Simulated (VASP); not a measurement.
# Cr: single point with LDA

The system is Cr.

```
Cr
1.0
     1.13935   -2.45047    0.00000
     1.13935    2.45047    0.00000
     0.00000    0.00000    4.03703
Cr
2
Direct
  0.87053 0.12947 0.75000
  0.12947 0.87053 0.25000
```

- Program: VASP 6.6.1
- Task: single point
- Functional: LDA
- Potentials or basis: VASP PAW LDA potentials, release 64 (Cr_pv)
- Cutoff: 520 eV
- k mesh: 13 × 13 × 7
- Occupations: fermi-dirac, width 0.05 eV
- Spin: collinear spin, ferromagnetic start
- Starting moments: [3.0, 3.0] μB
- Dipole correction: no
- Further INCAR settings: ALGO = Normal; EDIFF = 1e-06; NBANDS = 23

The pressure is -4.2 GPa. The largest force is 0.175 eV/Å. The band gap on the k mesh is zero (filled and empty bands overlap) and the net moment is 0.00 μB per cell. The valence electrons inside the program's atomic spheres are Cr 11.16.

Forces in eV/Å, atoms in the order of the input:
```
Cr   0.000  0.175  0.000
Cr   0.000 -0.175  0.000
```

Stress tensor (GPa, compression positive):
```
-5.82  0.00  0.00
 0.00 -6.38  0.00
 0.00  0.00 -0.30
```

Levels at points of the mesh, in eV from the Fermi level:
Spin up:
```
           k point  band 9  band 10  band 11  band 12  band 13  band 14  band 15  band 16
(0.00, 0.00, 0.00)   -2.21    -1.97    -0.89     0.15     1.02     1.06     1.17     1.71
```
Spin down:
```
           k point  band 8  band 9  band 10  band 11  band 12  band 13  band 14  band 15  band 16  band 17
(0.00, 0.00, 0.00)   -4.42   -2.21    -1.97    -0.89     0.15     1.02     1.06     1.17     1.71     1.87
```

Wall time 3.5 min on 1 thread of Intel Xeon 8259CL, on a shared host, peak memory 0.24 GiB.

Caveat: the cell stands under tension.
